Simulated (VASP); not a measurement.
# Mo (P6_3/mmc) in VASP: further runs

The runs below take Mo through single point, with LDA.

Everything below comes from runs of VASP 6.6.1. Logs are shortened: lines on timing, memory, paths and dates and some standing lists are left out, and cuts for length are marked.

**1. The cell of the first run**

Symmetry: P6_3/mmc, No. 194, hexagonal system. Conventional cell: a = 2.825 Å, b = 2.825 Å, c = 4.577 Å, α = 90.00°, β = 90.00°, γ = 120.00°. Mo (site symmetry -6m2) has 12 Mo at 2.81 to 2.83 Å within 3.7 Å.

This isn't the form of Mo at room conditions, which is bcc.

**2. Single point, LDA**

Input file INCAR:

```
ALGO     = Normal         # electronic algorithm
EDIFF    = 1E-6           # SCF threshold, eV
ENCUT    = 520            # plane-wave cutoff, eV
GGA      = CA             # functional
ISIF     = 2              # what is computed and relaxed
ISMEAR   = -1             # smearing method
LASPH    = T              # aspherical terms in the spheres
LCHARG   = T              # write CHGCAR
LELF     = T              # ELF
LREAL    = F              # projectors in reciprocal space
LVHAR    = T            
LWAVE    = F              # write WAVECAR
NBANDS   = 21             # bands
NELM     = 100            # most SCF steps
PREC     = Accurate       # precision mode
SIGMA    = 0.05           # smearing width, eV
```

Input file KPOINTS:

```
k-points
0
Gamma
  12 12 7
```

Input file POSCAR:

```
Mo
1.0
    2.8252342238      0.0000000000      0.0000000000
   -1.4126171119      2.4467246095      0.0000000000
    0.0000000000      0.0000000000      4.5768794426
Mo
2
Direct
    0.3333333333      0.6666666667      0.2500000000
    0.6666666667      0.3333333333      0.7500000000
```

Potentials or basis: VASP PAW LDA potentials, release 64 (Mo_sv).

Run with:

```bash
> cat potpaw_LDA.64/Mo_sv/POTCAR > POTCAR
> mpirun -np 1 vasp_std > vasp.out
```

OUTCAR:

```text
EDIFF = 1E-6
   ENCUT = 520
   GGA = CA
   ISIF = 2
   ISMEAR = -1
   LASPH = T
   LREAL = F
   NELM = 100
   PREC = Accurate

 ion  position               nearest neighbor table
   1  0.333  0.667  0.250-   2 2.81   2 2.81   2 2.81   2 2.81   2 2.81   2 2.81
   2  0.667  0.333  0.750-   1 2.81   1 2.81   1 2.81   1 2.81   1 2.81   1 2.81

  LATTYP: Found a hexagonal cell.
 ALAT       =     2.8252342238
 C/A-ratio  =     1.6200000000

  Lattice vectors:

 A1 = (   2.8252342238,   0.0000000000,   0.0000000000)
 A2 = (  -1.4126171119,   2.4467246095,   0.0000000000)
 A3 = (   0.0000000000,   0.0000000000,   4.5768794426)

Analysis of symmetry for initial positions (statically):
=====================================================================
 Subroutine PRICEL returns:
 Original cell was already a primitive cell.

 Routine SETGRP: Setting up the symmetry group for a
 hexagonal supercell.

 Subroutine GETGRP returns: Found 24 space group operations
 (whereof 12 operations were pure point group operations)
 out of a pool of 24 trial point group operations.

The static configuration has the point symmetry D_3d.
 The point group associated with its full space group is D_6h.

Analysis of symmetry for dynamics (positions and initial velocities):
=====================================================================
 Subroutine PRICEL returns:
 Original cell was already a primitive cell.

 Routine SETGRP: Setting up the symmetry group for a
 hexagonal supercell.

 Subroutine GETGRP returns: Found 24 space group operations
 (whereof 12 operations were pure point group operations)
 out of a pool of 24 trial point group operations.

The dynamic configuration has the point symmetry D_3d.
 The point group associated with its full space group is D_6h.

 Subroutine INISYM returns: Found 24 space group operations
 (whereof 12 operations are pure point group operations),
 and found     1 'primitive' translations

----------------------------------------------------------------------------------------

                                     Primitive cell

  volume of cell :      31.6380

  direct lattice vectors                    reciprocal lattice vectors
     2.825234224  0.000000000  0.000000000     0.353952954  0.204354833  0.000000000
    -1.412617112  2.446724609  0.000000000     0.000000000  0.408709667  0.000000000
     0.000000000  0.000000000  4.576879443     0.000000000  0.000000000  0.218489478

[... 79 lines left out ...]
   LSORBIT =      F    spin-orbit coupling
   LASPH  =      T    aspherical Exc in radial PAW
   ENCUT  =  520.0 eV  38.22 Ry    6.18 a.u.   5.25  5.25  8.51*2*pi/ulx,y,z
   NELM   =    100;   NELMIN=  2; NELMDL= -5     # of ELM steps
   EDIFF  = 0.1E-05   stopping-criterion for ELM
   LREAL  =      F    real-space projection
   EDIFFG = 0.1E-04   stopping-criterion for IOM
   NSW    =      0    number of steps for IOM
   IBRION =     -1    ionic relax: 0-MD 1-quasi-New 2-CG
   NFREE  =      0    steps in history (QN), initial steepest desc. (CG)
   ISIF   =      2    stress and relaxation
   ISYM   =      2    0-nonsym 1-usesym 2-fastsym
   POTIM  = 0.5000    time-step for ionic-motion
   TEBEG  =    0.0;   TEEND  =   0.0 temperature during run
   PSTRESS=    0.0 pullay stress
   NELECT =      28.0000    total number of electrons
   NUPDOWN=      -1.0000    fix difference up-down
   EMIN   =  10.00;   EMAX   =-10.00  energy-range for DOS
   EFERMI =   0.00;   METHOD = LEGACY
   ISMEAR =    -1;   SIGMA  =   0.05  broadening in eV -4-tet -1-fermi 0-gaus
   EFERMI_NEDOS =   21; number of points for ismear=-14 and -15
   IALGO  =     38    algorithm
   IMIX   =      4    mixing-type and parameters
     AMIX     =   0.40;   BMIX     =  1.00
     AMIX_MAG =   1.60;   BMIX_MAG =  1.00
  volume/ion in A,a.u.               =      15.82       106.75
  Fermi-wavevector in a.u.,A,eV,Ry     =   1.571778  2.970229 33.612998  2.470486
  Thomas-Fermi vector in A             =   2.673311
   LORBIT       =      0    0 simple, 1 ext, 2 COOP (PROOUT), +10 PAW based schemes
   GGA     = CA    functional components
   LHFCALC =     F    Hartree Fock is set to
   AEXX    =    0.0000 exact exchange contribution
   IVDW    =     0    specifies the selected vdW correction
   LEPSILON=     F    determine dielectric tensor
   LRPA    =     F    only Hartree local field effects (RPA)
 non-spin polarized calculation
  energy-cutoff  :      520.00
  volume of cell :       31.64
 maximum number of plane-waves:       868
 NGX is ok and might be reduce to    24
   NGX = 11   NGY = 11   NGZ = 17

 number of electron      28.0000005 magnetization

 Free energy of the ion-electron system (eV)
  ---------------------------------------------------
  ext. energy  EPLUGINS =         0.00000000
  ---------------------------------------------------
  free energy    TOTEN  =       -23.30243347 eV

  energy without entropy =      -23.27513848  energy(sigma->0) =      -23.28878598

 E-fermi :  11.8807     XC(G=0): -13.5169

 val. band max:       11.8721091631   @ k =   0.3333  -0.0000   0.4286
 cond. band min:      11.8808156609   @ k =   0.1667   0.0000   0.4286
 fundamental gap:      0.0087064978
 Fermi energy:        11.8806891155

 k-point     1 :       0.0000    0.0000    0.0000
  band No.  band energies     occupation
      1     -48.4843      2.00000
      2     -48.2333      2.00000
      3     -23.3565      2.00000
      4     -22.1731      2.00000
      5     -22.1731      2.00000
      6     -21.9855      2.00000
[... 565 lines left out ...]
     20      20.2029      0.00000
     21      23.2868      0.00000

 [... further k-points ...]

------------------------ aborting loop because EDIFF is reached ----------------------------------------

  FORCE on cell =-STRESS in cart. coord.  units (eV):
  Direction    XX          YY          ZZ          XY          YZ          ZX
  --------------------------------------------------------------------------------------
  -------------------------------------------------------------------------------------
  Total       -1.8462738     -1.8462738     -1.4266915     -0.0000000     -0.0000000      0.0000000
  in kB      -93.4969985    -93.4969985    -72.2489672     -0.0000000     -0.0000000      0.0000000
  external PRESSURE =     -86.4143214 kB  Pullay stress =       0.0000000 kB

 VOLUME and BASIS-vectors are now :
 -----------------------------------------------------------------------------
  energy-cutoff  :      520.00
  volume of cell :       31.64
      direct lattice vectors                 reciprocal lattice vectors
     2.825234224  0.000000000  0.000000000     0.353952954  0.204354833  0.000000000
    -1.412617112  2.446724609  0.000000000     0.000000000  0.408709667  0.000000000
     0.000000000  0.000000000  4.576879443     0.000000000  0.000000000  0.218489478

 POSITION                                       TOTAL-FORCE (eV/Angst)
 -----------------------------------------------------------------------------------
     -0.00000      1.63115      1.14422         0.000000     -0.000000      0.000000
      1.41262      0.81557      3.43266        -0.000000      0.000000      0.000000
 -----------------------------------------------------------------------------------
    total drift:                               -0.000000      0.000000     -0.000000

  FREE ENERGIE OF THE ION-ELECTRON SYSTEM (eV)
  ---------------------------------------------------
  free  energy   TOTEN  =       -23.3024334720 eV

  energy  without entropy=      -23.2751384824  energy(sigma->0) =      -23.28878598
```

OSZICAR:

```text
N       E                     dE             d eps       ncg     rms          rms(c)
DAV:   1     0.311671400982E+03    0.31167E+03   -0.17649E+04  3192   0.141E+03
DAV:   2    -0.176383891437E+02   -0.32931E+03   -0.32196E+03  3485   0.457E+02
DAV:   3    -0.245735618098E+02   -0.69352E+01   -0.68400E+01  3550   0.710E+01
DAV:   4    -0.246054067526E+02   -0.31845E-01   -0.31815E-01  3572   0.500E+00
DAV:   5    -0.246056264468E+02   -0.21969E-03   -0.21969E-03  3568   0.400E-01    0.204E+01
DAV:   6    -0.234698393321E+02    0.11358E+01   -0.21912E+00  3462   0.129E+01    0.517E+00
DAV:   7    -0.233148296641E+02    0.15501E+00   -0.38360E-01  3662   0.481E+00    0.106E+00
DAV:   8    -0.233025533427E+02    0.12276E-01   -0.10801E-02  3387   0.931E-01    0.282E-01
DAV:   9    -0.233024063388E+02    0.14700E-03   -0.43612E-04  4315   0.198E-01    0.952E-02
DAV:  10    -0.233024335938E+02   -0.27255E-04   -0.12016E-05  3462   0.300E-02    0.525E-03
DAV:  11    -0.233024334720E+02    0.12178E-06   -0.72963E-07  2296   0.653E-03
   1 F= -.23302433E+02 E0= -.23288786E+02  d E =-.272950E-01
```

stdout:

```text
POSCAR found type information on POSCAR Mo
 POSCAR found :  1 types and       2 ions
 scaLAPACK will be used
 LDA part: xc-table for (Slater(with rela. corr.)+CA(PZ))
 , standard interpolation
 POSCAR, INCAR and KPOINTS ok, starting setup
 FFT: planning ... GRIDC
 FFT: planning ... GRID_SOFT
 FFT: planning ... GRID
 WAVECAR not read
 entering main loop
```

It took 12 s on 1 thread of Intel Xeon 6975P-C (Granite Rapids), shared host; peak memory 0.16 GiB.

What came out:

```yaml
Free_energy: -23.3024 eV
Pressure: -8.6 GPa
Band_gap_on_the_k_mesh: zero (bands 14 and 15 overlap by 1.99 eV)
```

Caveat: the cell stands under tension.

**3. Single point, LDA**

Input file INCAR:

```
SYSTEM = Mo
  PREC = Accurate
  ENCUT = 520
  EDIFF = 1E-7
  ISMEAR = -1
  SIGMA = 0.05
  LREAL = .False.
  LASPH = .True.
  NELM = 80
  ALGO = Normal
  ISIF = 2
  LWAVE = .False.
  LCHARG = .False.
  NBANDS = 21
```

Input file KPOINTS:

```
Automatic mesh
0
Gamma
  12 12 7
  0 0 0
```

POSCAR is that of step 2.

Potentials or basis: VASP PAW LDA potentials, release 64 (Mo_sv).

Run with:

```bash
> cat potpaw_LDA.64/Mo_sv/POTCAR > POTCAR
> mpirun -np 1 vasp_std > vasp.out
```

Wall time 14 s (1 thread of Intel Xeon 6975P-C (Granite Rapids), shared host); peak memory 0.16 GiB.

Results (log left out):

```yaml
Free_energy: -23.3024 eV
Pressure: -8.6 GPa
Band_gap_on_the_k_mesh: zero (bands 14 and 15 overlap by 1.99 eV)
```

Stress tensor (GPa, compression positive):
```
-9.35  0.00  0.00
 0.00 -9.35  0.00
 0.00  0.00 -7.22
```

Levels at points of the mesh, in eV from the Fermi level:
```tsv
k point	band 12	band 13	band 14	band 15	band 16	band 17
(0.00, 0.00, 0.00)	-0.72	-0.72	0.00	0.00	0.84	0.84
(0.50, 0.00, 0.00)	-1.00	-0.46	-0.40	0.23	4.00	4.30
```

Caveat: the cell stands under tension.
